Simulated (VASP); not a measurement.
Wanted: the native input for a VASP 6.6.1 run.

| Quantity | Value |
| --- | --- |
| Task | single point |
| Functional | r2SCAN |
| Potentials or basis | VASP PAW PBE potentials, release 64 (Si, C) |
| Cutoff | 520 eV |
| k mesh | 10 × 10 × 10 |
| Occupations | gaussian, width 0.01 eV |
| Spin | no spin polarisation |
| Dipole correction | no |
| Further INCAR settings | ALGO = Normal; EDIFF = 1e-06; NBANDS = 11 |

SiC:

```
Si C
1.0
     2.18906    2.18906    0.00000
    -2.18906    2.18906    0.00000
     0.00000    2.18906    2.17164
Si C
1 1
Direct
  0.00000 0.00000 0.00000
  0.75000 0.25000 0.50000
```

This cell differs from its parent crystal: in-plane strain +0.005.

These files were run (other wordings do the same):

POSCAR

```
SiC
1.0
    2.1890608799      2.1890608799      0.0000000000
   -2.1890608799      2.1890608799      0.0000000000
    0.0000000000      2.1890608799      2.1716355196
Si C
1 1
Direct
    0.0000000000      0.0000000000      0.0000000000
    0.7500000000      0.2500000000      0.5000000000
```

INCAR.step1

```
PREC = Accurate
ENCUT = 520
ISMEAR = 0
SIGMA = 0.01
LREAL = F
LASPH = T
NELM = 100
NBANDS = 11
GGA = PE
ALGO = Normal
EDIFF = 1E-4
LWAVE = T
LCHARG = F
```

INCAR.step2

```
PREC = Accurate
ENCUT = 520
EDIFF = 1E-6
ISMEAR = 0
SIGMA = 0.01
LREAL = F
LASPH = T
NELM = 100
ALGO = Normal
ISIF = 2
LWAVE = F
LCHARG = F
METAGGA = R2SCAN
LMIXTAU = T
NBANDS = 11
ISTART = 1
```

KPOINTS

```
Automatic mesh
0
Gamma
  10 10 10
```

Potentials or basis: VASP PAW PBE potentials, release 64 (Si, C).

The run is started by

```bash
$ cat potpaw_PBE.64/Si/POTCAR potpaw_PBE.64/C/POTCAR > POTCAR
$ cp INCAR.step1 INCAR
$ mpirun -np 1 vasp_std > vasp.out
$ cp INCAR.step2 INCAR
$ mpirun -np 1 vasp_std > vasp.out
```

It gave:

```
Pressure               : -1.7 GPa
Band gap on the k mesh : 1.64 eV (least direct gap 5.04 eV)
```

Caveat: the cell differs from its parent crystal (in-plane strain +0.005); the PAW data sets were made with another functional, which shifts forces and pressure a little.

Run time: 64 s on 1 thread of Intel Xeon 8259CL (shared host), peak memory 0.15 GiB.
